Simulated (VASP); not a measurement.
# TlBr (Pm-3m) in VASP: further runs, part 2 of 2

VASP 6.6.1. Earlier steps stand in the parts before.

**3. Relaxation of cell and atoms, PBEsol, target pressure 2 GPa, at which the enthalpy is minimised**

INCAR reads:

```
PREC = Accurate
ENCUT = 500
EDIFF = 1E-7
ISMEAR = 0
SIGMA = 0.01
LREAL = F
LASPH = T
NELM = 120
ALGO = Normal
ISIF = 3
LWAVE = F
LCHARG = F
GGA = PS
IBRION = 2
NSW = 100
EDIFFG = -0.002
PSTRESS = 20.0
GGA_COMPAT = F
NELMIN = 4
```

KPOINTS reads:

```
Automatic mesh
0
Gamma
  6 6 6
```

POSCAR reads:

```
TlBr
1.0
    3.9145171579      0.0000000000      0.0000000000
    0.0000000000      3.9145171579      0.0000000000
    0.0000000000      0.0000000000      3.9145171579
Tl Br
1 1
Direct
    0.0000000000      0.0000000000      0.0000000000
    0.5000000000      0.5000000000      0.5000000000
```

Potentials or basis: VASP PAW PBE potentials, release 64 (Tl_d, Br).

Started as:

```bash
$ cat potpaw_PBE.64/Tl_d/POTCAR potpaw_PBE.64/Br/POTCAR > POTCAR
$ mpirun -np 1 vasp_std > vasp.out
```

OUTCAR:

```text
PREC = Accurate
   ENCUT = 500
   EDIFF = 1E-7
   ISMEAR = 0
   LREAL = F
   LASPH = T
   NELM = 120
   ISIF = 3
   GGA = PS
   IBRION = 2
   NSW = 100
   EDIFFG = -0.002
   PSTRESS = 20.0
   NELMIN = 4

 ion  position               nearest neighbor table
   1  0.000  0.000  0.000-   2 3.39   2 3.39   2 3.39   2 3.39   2 3.39   2 3.39   2 3.39   2 3.39

   2  0.500  0.500  0.500-   1 3.39   1 3.39   1 3.39   1 3.39   1 3.39   1 3.39   1 3.39   1 3.39

  LATTYP: Found a simple cubic cell.
 ALAT       =     3.9145171579

  Lattice vectors:

 A1 = (   3.9145171579,   0.0000000000,   0.0000000000)
 A2 = (   0.0000000000,   3.9145171579,   0.0000000000)
 A3 = (   0.0000000000,   0.0000000000,   3.9145171579)

Analysis of symmetry for initial positions (statically):
=====================================================================
 Subroutine PRICEL returns:
 Original cell was already a primitive cell.

 Routine SETGRP: Setting up the symmetry group for a
 simple cubic supercell.

 Subroutine GETGRP returns: Found 48 space group operations
 (whereof 48 operations were pure point group operations)
 out of a pool of 48 trial point group operations.

The static configuration has the point symmetry O_h .

Analysis of symmetry for dynamics (positions and initial velocities):
=====================================================================
 Subroutine PRICEL returns:
 Original cell was already a primitive cell.

 Routine SETGRP: Setting up the symmetry group for a
 simple cubic supercell.

 Subroutine GETGRP returns: Found 48 space group operations
 (whereof 48 operations were pure point group operations)
 out of a pool of 48 trial point group operations.

The dynamic configuration has the point symmetry O_h .

 Subroutine INISYM returns: Found 48 space group operations
 (whereof 48 operations are pure point group operations),
 and found     1 'primitive' translations

----------------------------------------------------------------------------------------
[... 101 lines left out ...]
   EMIN   =  10.00;   EMAX   =-10.00  energy-range for DOS
   EFERMI =   0.00;   METHOD = LEGACY
   ISMEAR =     0;   SIGMA  =   0.01  broadening in eV -4-tet -1-fermi 0-gaus
   EFERMI_NEDOS =   21; number of points for ismear=-14 and -15
   IALGO  =     38    algorithm
   IMIX   =      4    mixing-type and parameters
     AMIX     =   0.40;   BMIX     =  1.00
     AMIX_MAG =   1.60;   BMIX_MAG =  1.00
  volume/ion in A,a.u.               =      29.99       202.40
  Fermi-wavevector in a.u.,A,eV,Ry     =   1.135202  2.145221 17.533616  1.288684
  Thomas-Fermi vector in A             =   2.271907
   LORBIT       =      0    0 simple, 1 ext, 2 COOP (PROOUT), +10 PAW based schemes
   GGA     = PS    functional components
   LHFCALC =     F    Hartree Fock is set to
   AEXX    =    0.0000 exact exchange contribution
   IVDW    =     0    specifies the selected vdW correction
   LEPSILON=     F    determine dielectric tensor
   LRPA    =     F    only Hartree local field effects (RPA)
 conjugate gradient relaxation of ions
 non-spin polarized calculation
 Gauss-broadening in eV      SIGMA  =   0.01
  energy-cutoff  :      500.00
  volume of cell :       59.98
 maximum number of plane-waves:      1568
 NGX is ok and might be reduce to    30
   NGX = 15   NGY = 15   NGZ = 15

--------------------------------------- Ionic step        1  -------------------------------------------

 number of electron      19.9999996 magnetization

 Free energy of the ion-electron system (eV)
  ---------------------------------------------------
  ext. energy  EPLUGINS =         0.00000000
  ---------------------------------------------------
  free energy    TOTEN  =        -6.03069398 eV

  energy without entropy =       -6.03069398  energy(sigma->0) =       -6.03069398

------------------------ aborting loop because EDIFF is reached ----------------------------------------

  FORCE on cell =-STRESS in cart. coord.  units (eV):
  Direction    XX          YY          ZZ          XY          YZ          ZX
  --------------------------------------------------------------------------------------
  -------------------------------------------------------------------------------------
  Total       -0.0048248     -0.0048248     -0.0048248     -0.0000000     -0.0000000      0.0000000
  in kB       -0.1288712     -0.1288712     -0.1288712     -0.0000000     -0.0000000      0.0000000
  external PRESSURE =     -20.1288712 kB  Pullay stress =      20.0000000 kB
[... 63 lines left out ...]
--------------------------------------- Ionic step        3  -------------------------------------------

 number of electron      20.0000003 magnetization

 Free energy of the ion-electron system (eV)
  ---------------------------------------------------
  ext. energy  EPLUGINS =         0.00000000
  ---------------------------------------------------
  free energy    TOTEN  =        -6.00960967 eV

  energy without entropy =       -6.00960967  energy(sigma->0) =       -6.00960967

 E-fermi :   3.6150     XC(G=0):  -9.7256

 val. band max:        3.5691031336   @ k =   0.5000   0.0000   0.0000
 cond. band min:       4.9655010947   @ k =   0.5000   0.0000   0.0000
 fundamental gap:      1.3963979610
 Fermi energy:         3.6150234143

 k-point     1 :       0.0000    0.0000    0.0000
  band No.  band energies     occupation
      1     -10.9437      2.00000
      2      -6.8011      2.00000
      3      -6.8011      2.00000
      4      -6.5522      2.00000
      5      -6.5522      2.00000
      6      -6.5522      2.00000
      7      -1.4639      2.00000
      8       1.7020      2.00000
      9       1.7020      2.00000
     10       1.7020      2.00000
     11      10.0702      0.00000
     12      10.0702      0.00000
     13      11.1062      0.00000
     14      11.1062      0.00000
[... 354 lines left out ...]
  energy  without entropy=       -6.0096096664  energy(sigma->0) =       -6.00960967

  enthalpy is  TOTEN    =        -5.3064587778 eV   P V=        0.7031508886

 reached required accuracy - stopping structural energy minimisation
```

It took 16 s on 1 thread of Intel Xeon 6975P-C (Granite Rapids), shared host; peak memory 0.18 GiB.

Results:

```
Free energy                                            : -6.0096 eV
Relaxed volume                                         : 28.16 Å³/atom
Relaxed cell                                           : a = 3.833 Å, b = 3.833 Å, c = 3.833 Å, α = 90.00°, β = 90.00°, γ = 90.00°
Space group after relaxing (to 0.05 Å)                 : Pm-3m (No. 221)
Energy change on relaxing (the enthalpy is what falls) : +10.5 meV/atom
Ionic steps                                            : 3
Pressure after relaxing                                : 2.0 GPa
Band gap on the k mesh                                 : 1.40 eV, direct
```

The path:
```tsv
step	energy change (eV)	largest force (eV/Å)	pressure (GPa)	volume (Å³)
1	0.0000	0.0000	-0.01	59.98
2	0.0160	0.0000	1.71	56.77
3	0.0211	0.0000	1.99	56.33
```

Final structure:
```yaml
crystal:
  lattice:
    - [3.83333, 0.00000, 0.00000]
    - [0.00000, 3.83333, 0.00000]
    - [0.00000, 0.00000, 3.83333]
  atoms:
    - { symbol: Tl, position: [0.00000, 0.00000, 0.00000] }
    - { symbol: Br, position: [0.50000, 0.50000, 0.50000] }
```

Levels at points of the mesh, in eV from the valence-band top:
| k point | band 8 | band 9 | band 10 | band 11 | band 12 | band 13 |
| --- | --- | --- | --- | --- | --- | --- |
| (0.00, 0.00, 0.00) | -1.87 | -1.87 | -1.87 | 6.50 | 6.50 | 7.54 |
| (0.50, 0.00, 0.00) | -1.21 | -1.21 | 0.00 | 1.40 | 5.59 | 5.59 |
| (0.50, 0.50, 0.00) | -3.84 | -3.84 | -1.14 | 4.87 | 4.87 | 7.43 |
| (0.50, 0.50, 0.50) | -2.55 | -2.55 | -2.55 | 1.49 | 1.49 | 1.49 |

Caveat: the cell is relaxed towards a set pressure, so the enthalpy falls and the energy may rise; the PAW data sets were made with another functional, which shifts forces and pressure a little; spin-orbit coupling is left out, which moves the levels of the heavy elements. A k mesh can miss the band edges.

**4. Relaxation of cell and atoms, PBEsol, target pressure 4 GPa, at which the enthalpy is minimised**

INCAR reads:

```
PREC = Accurate ; ENCUT = 500
EDIFF = 1E-7 ; ISMEAR = 0
SIGMA = 0.01 ; LREAL = F
LASPH = T ; NELM = 120
ALGO = Normal ; ISIF = 3
LWAVE = F ; LCHARG = F
GGA = PS ; IBRION = 2
NSW = 100 ; EDIFFG = -0.002
PSTRESS = 40.0 ; GGA_COMPAT = F
NELMIN = 4
```

KPOINTS reads:

```
regular mesh
0
Gamma
  6 6 6
```

POSCAR is that of step 3.

Started as:

```bash
$ cat potpaw_PBE.64/Tl_d/POTCAR potpaw_PBE.64/Br/POTCAR > POTCAR
$ mpirun -np 1 vasp_std > vasp.out
```

It took 12 s on 1 thread of Intel Xeon 6975P-C (Granite Rapids), shared host; peak memory 0.17 GiB.

The run converged. Its results:

```
Free energy                                            : -5.9612 eV
Relaxed volume                                         : 26.85 Å³/atom
Relaxed cell                                           : a = 3.773 Å, b = 3.773 Å, c = 3.773 Å, α = 90.00°, β = 90.00°, γ = 90.00°
Space group after relaxing (to 0.05 Å)                 : Pm-3m (No. 221)
Energy change on relaxing (the enthalpy is what falls) : +34.7 meV/atom
Ionic steps                                            : 2
Pressure after relaxing                                : 4.0 GPa
Band gap on the k mesh                                 : 1.22 eV, indirect (least direct gap 1.24 eV)
```

The path:
| step | energy change (eV) | largest force (eV/Å) | pressure (GPa) | volume (Å³) |
| --- | --- | --- | --- | --- |
| 1 | 0.0000 | 0.0000 | -0.01 | 59.98 |
| 2 | 0.0695 | 0.0000 | 4.00 | 53.70 |

Final structure:
```
Tl Br
1.0
     3.77266    0.00000    0.00000
     0.00000    3.77266    0.00000
     0.00000    0.00000    3.77266
Tl Br
1 1
Direct
  0.00000 0.00000 0.00000
  0.50000 0.50000 0.50000
```

Levels at points of the mesh, in eV from the valence-band top:
```
           k point  band 8  band 9  band 10  band 11  band 12  band 13
(0.00, 0.00, 0.00)   -2.13   -2.13    -2.13     6.32     6.32     7.69
(0.50, 0.00, 0.00)   -1.40   -1.40     0.00     1.24     5.51     5.51
(0.50, 0.50, 0.00)   -4.25   -4.25    -1.34     4.89     4.89     7.36
(0.50, 0.50, 0.50)   -2.83   -2.83    -2.83     1.22     1.22     1.22
```

Caveat: the cell is relaxed towards a set pressure, so the enthalpy falls and the energy may rise; the PAW data sets were made with another functional, which shifts forces and pressure a little; spin-orbit coupling is left out, which moves the levels of the heavy elements. A k mesh can miss the band edges.

**5. Relaxation of cell and atoms, PBEsol, target pressure 7 GPa, at which the enthalpy is minimised**

INCAR reads:

```
PREC     = Accurate       # precision mode
ENCUT    = 500            # plane-wave cutoff, eV
EDIFF    = 1E-7           # SCF threshold, eV
ISMEAR   = 0              # smearing method
SIGMA    = 0.01           # smearing width, eV
LREAL    = False          # projectors in reciprocal space
LASPH    = True           # aspherical terms in the spheres
NELM     = 120            # most SCF steps
ALGO     = Normal         # electronic algorithm
ISIF     = 3              # what is computed and relaxed
LWAVE    = False          # write WAVECAR
LCHARG   = False          # write CHGCAR
GGA      = PS             # functional
IBRION   = 2              # ionic algorithm
NSW      = 100            # ionic steps
EDIFFG   = -0.002         # ionic threshold
PSTRESS  = 70.0         
GGA_COMPAT= False        
NELMIN   = 4
```

KPOINTS reads:

```
Automatic mesh
0
Gamma
  6 6 6
```

POSCAR is that of step 4.

Started as:

```bash
$ cat potpaw_PBE.64/Tl_d/POTCAR potpaw_PBE.64/Br/POTCAR > POTCAR
$ mpirun -np 1 vasp_std > vasp.out
```

Wall time 47 s (1 thread of Intel Xeon 6975P-C (Granite Rapids), shared host); peak memory 0.18 GiB.

It converged, with:

* Free energy: -5.8615 eV
* Relaxed volume: 25.37 Å³/atom
* Relaxed cell: a = 3.702 Å, b = 3.702 Å, c = 3.702 Å, α = 90.00°, β = 90.00°, γ = 90.00°
* Space group after relaxing (to 0.05 Å): Pm-3m (No. 221)
* Energy change on relaxing (the enthalpy is what falls): +84.6 meV/atom
* Ionic steps: 15
* Pressure after relaxing: 7.0 GPa
* Band gap on the k mesh: 0.87 eV, indirect (least direct gap 1.04 eV)

Step by step:
```csv
step,energy change (eV),largest force (eV/Å),pressure (GPa),volume (Å³)
1,0.0000,0.0000,-0.01,59.98
2,0.2410,0.0000,8.86,49.29
3,0.1702,0.0000,7.02,50.73
4,0.1626,0.0000,6.82,50.90
5,0.1628,0.0000,6.82,50.90
6,0.1634,0.0000,6.84,50.88
7,0.1634,0.0000,6.84,50.88
8,0.1634,0.0000,6.84,50.88
9,0.1634,0.0000,6.84,50.88
10,0.1635,0.0000,6.85,50.88
11,0.1637,0.0000,6.85,50.88
12,0.1641,0.0000,6.86,50.87
13,0.1648,0.0000,6.88,50.85
14,0.1663,0.0000,6.92,50.82
15,0.1692,0.0000,7.01,50.75
```

Final structure:
```
Tl Br
1.0
     3.70232    0.00000    0.00000
     0.00000    3.70232    0.00000
     0.00000    0.00000    3.70232
Tl Br
1 1
Direct
  0.00000 0.00000 0.00000
  0.50000 0.50000 0.50000
```

Levels at points of the mesh, in eV from the valence-band top:
```csv
k point,band 8,band 9,band 10,band 11,band 12,band 13
"(0.00, 0.00, 0.00)",-2.47,-2.47,-2.47,6.08,6.08,7.87
"(0.50, 0.00, 0.00)",-1.64,-1.64,0.00,1.04,5.39,5.39
"(0.50, 0.50, 0.00)",-4.77,-4.49,-1.59,4.89,4.89,7.27
"(0.50, 0.50, 0.50)",-3.17,-3.17,-2.88,0.87,0.87,0.87
```

Caveat: the cell is relaxed towards a set pressure, so the enthalpy falls and the energy may rise; the volume moved by over 15 % at a fixed basis, so the end points are rough; the PAW data sets were made with another functional, which shifts forces and pressure a little; spin-orbit coupling is left out, which moves the levels of the heavy elements.

**6. Relaxation of cell and atoms, PBEsol, target pressure 10 GPa, at which the enthalpy is minimised**

INCAR reads:

```
SYSTEM = TlBr
PREC = Accurate
ENCUT = 500
EDIFF = 1E-7
ISMEAR = 0
SIGMA = 0.01
LREAL = .FALSE.
LASPH = .TRUE.
NELM = 120
ALGO = Normal
ISIF = 3
LWAVE = .FALSE.
LCHARG = .FALSE.
GGA = PS
IBRION = 2
NSW = 100
EDIFFG = -0.002
PSTRESS = 100.0
GGA_COMPAT = .FALSE.
NELMIN = 4
```

KPOINTS reads:

```
regular mesh
0
G
  6 6 6
  0 0 0
```

POSCAR is that of step 5.

Potentials or basis: VASP PAW PBE potentials, release 64 (Tl_d, Br).

Started as:

```bash
$ cat potpaw_PBE.64/Tl_d/POTCAR potpaw_PBE.64/Br/POTCAR > POTCAR
$ mpirun -np 1 vasp_std > vasp.out
```

Run time: 19 s. Hardware: 1 thread of Intel Xeon 6975P-C (Granite Rapids), shared host; peak memory 0.18 GiB.

The run converged. Its results:

```yaml
Free_energy: -5.7441 eV
Relaxed_volume: 24.26 Å³/atom
Relaxed_cell: a = 3.647 Å, b = 3.647 Å, c = 3.647 Å, α = 90.00°, β = 90.00°, γ = 90.00°
Space_group_after_relaxing_to_0.05_Å: Pm-3m (No. 221)
Energy_change_on_relaxing_the_enthalpy_is_what_falls: +143.3 meV/atom
Ionic_steps: 3
Pressure_after_relaxing: 10.0 GPa
Band_gap_on_the_k_mesh: 0.57 eV, indirect (least direct gap 0.87 eV)
```

The path:
```csv
step,energy change (eV),largest force (eV/Å),pressure (GPa),volume (Å³)
1,0.0000,0.0000,-0.01,59.98
2,0.5580,0.0000,16.13,45.14
3,0.2866,0.0000,9.99,48.52
```

Final structure:
```
CELL_PARAMETERS angstrom
3.64727 0.00000 0.00000
0.00000 3.64727 0.00000
0.00000 0.00000 3.64727
ATOMIC_POSITIONS crystal
Tl 0.00000 0.00000 0.00000
Br 0.50000 0.50000 0.50000
```

Levels at points of the mesh, in eV from the valence-band top:
```
           k point  band 8  band 9  band 10  band 11  band 12  band 13
(0.00, 0.00, 0.00)   -2.75   -2.75    -2.75     5.87     5.87     8.02
(0.50, 0.00, 0.00)   -1.84   -1.84     0.00     0.87     5.27     5.27
(0.50, 0.50, 0.00)   -5.21   -4.69    -1.81     4.89     4.89     7.18
(0.50, 0.50, 0.50)   -3.46   -3.46    -2.93     0.57     0.57     0.57
```

Caveat: the cell is relaxed towards a set pressure, so the enthalpy falls and the energy may rise; the volume moved by over 15 % at a fixed basis, so the end points are rough; the PAW data sets were made with another functional, which shifts forces and pressure a little; spin-orbit coupling is left out, which moves the levels of the heavy elements. A k mesh can miss the band edges.

**7. Relaxation of cell and atoms, PBEsol, target pressure 15 GPa, at which the enthalpy is minimised**

Changes to INCAR since step 6:

```diff
@@ -17,3 +17,3 @@
 EDIFFG = -0.002
-PSTRESS = 100.0
+PSTRESS = 150.0
 GGA_COMPAT = .FALSE.
```

KPOINTS is that of step 6.

POSCAR is that of step 6.

Started as:

```bash
$ cat potpaw_PBE.64/Tl_d/POTCAR potpaw_PBE.64/Br/POTCAR > POTCAR
$ mpirun -np 1 vasp_std > vasp.out
```

Run time: 32 s. Hardware: 1 thread of Intel Xeon 6975P-C (Granite Rapids), shared host; peak memory 0.18 GiB.

It converged, with:

| Property | Result |
| --- | --- |
| Free energy | -5.5247 eV |
| Relaxed volume | 22.84 Å³/atom |
| Relaxed cell | a = 3.575 Å, b = 3.575 Å, c = 3.575 Å, α = 90.00°, β = 90.00°, γ = 90.00° |
| Space group after relaxing (to 0.05 Å) | Pm-3m (No. 221) |
| Energy change on relaxing (the enthalpy is what falls) | +253.0 meV/atom |
| Ionic steps | 6 |
| Pressure after relaxing | 15.0 GPa |
| Band gap on the k mesh | 0.14 eV, indirect (least direct gap 0.64 eV) |

The path:
| step | energy change (eV) | largest force (eV/Å) | pressure (GPa) | volume (Å³) |
| --- | --- | --- | --- | --- |
| 1 | 0.0000 | 0.0000 | -0.01 | 59.98 |
| 2 | 1.5265 | 0.0000 | 35.57 | 38.74 |
| 3 | 0.4992 | 0.0000 | 14.85 | 45.75 |
| 4 | 0.5236 | 0.0000 | 15.40 | 45.49 |
| 5 | 0.4911 | 0.0000 | 14.67 | 45.84 |
| 6 | 0.5060 | 0.0000 | 15.01 | 45.67 |

Final structure:
```xyz
2
Lattice="3.5746 0.0000 0.0000 0.0000 3.5746 0.0000 0.0000 0.0000 3.5746" Properties=species:S:1:pos:R:3 pbc="T T T"
Tl    0.0000    0.0000    0.0000
Br    1.7873    1.7873    1.7873
```

Levels at points of the mesh, in eV from the valence-band top:
```csv
k point,band 8,band 9,band 10,band 11,band 12,band 13
"(0.00, 0.00, 0.00)",-3.16,-3.16,-3.16,5.57,5.57,8.22
"(0.50, 0.00, 0.00)",-2.12,-2.12,0.00,0.64,5.09,5.09
"(0.50, 0.50, 0.00)",-5.84,-4.99,-2.12,4.87,4.87,7.04
"(0.50, 0.50, 0.50)",-3.86,-3.86,-3.02,0.14,0.14,0.14
```

Caveat: the cell is relaxed towards a set pressure, so the enthalpy falls and the energy may rise; the volume moved by over 15 % at a fixed basis, so the end points are rough; the PAW data sets were made with another functional, which shifts forces and pressure a little; spin-orbit coupling is left out, which moves the levels of the heavy elements. A k mesh can miss the band edges.

**8. Overview**

| cell | gap on the mesh (eV) | pressure (GPa) |
| --- | --- | --- |
| relaxed to 1 GPa | 1.49 | 1.0 |
| relaxed to 2 GPa | 1.40 | 2.0 |
| relaxed to 4 GPa | 1.22 | 4.0 |
| relaxed to 7 GPa | 0.87 | 7.0 |
| relaxed to 10 GPa | 0.57 | 10.0 |
| relaxed to 15 GPa | 0.14 | 15.0 |

Alike in all rows: task relaxation of cell and atoms; level PBEsol; potentials or basis VASP PAW PBE potentials, release 64 (Tl_d, Br); no spin polarisation; k mesh 6 × 6 × 6; cutoff (eV) 500; smearing gaussian 0.01 eV.

Caveats: the cell is relaxed towards a set pressure, so the enthalpy falls and the energy may rise; the PAW data sets were made with another functional, which shifts forces and pressure a little; spin-orbit coupling is left out, which moves the levels of the heavy elements; the volume moved by over 15 % at a fixed basis, so the end points are rough (some runs).

Absolute energies hang on the potentials; compare differences alone.
